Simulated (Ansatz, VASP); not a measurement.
# WS2 in VASP and in Ansatz

```
CELL_PARAMETERS angstrom
3.15578 0.00000 0.00000
-1.57789 2.73299 0.00000
0.00000 0.00000 12.19621
ATOMIC_POSITIONS crystal
W 0.33333 0.66667 0.25000
W 0.66667 0.33333 0.75000
S 0.33333 0.66667 0.62087
S 0.66667 0.33333 0.12087
S 0.33333 0.66667 0.87913
S 0.66667 0.33333 0.37913
```

Alike in both runs: functional PBE; dispersion D4; k mesh 12 × 12 × 4; occupations gaussian, width 0.02 eV; no spin polarisation.

Ansatz relaxed the structure, and its values are those at the end. VASP's run is a single point on that final structure, the one shown.

|  | VASP | Ansatz |
| --- | --- | --- |
| version | VASP 6.6.1 | Ansatz 0.2.0 |
| potentials or method | VASP PAW PBE potentials, release 64 (W_sv, S), cutoff 520 eV | scalar-relativistic, plane waves, PAW |
| valence electrons in the cell | 52 | 52 |

Ansatz gave:

| Property | Result |
| --- | --- |
| gap on the k mesh at the Fermi level (eV) | 0.91 |
| least direct gap on the mesh (eV) | 1.83 |
| pressure (GPa) | 0.0 |

Question: Which values does VASP return?

Answer: gap on the k mesh at the Fermi level (eV): 0.93; least direct gap on the mesh (eV): 1.83; pressure (GPa): 0.0.

Neither program's run includes spin-orbit coupling.
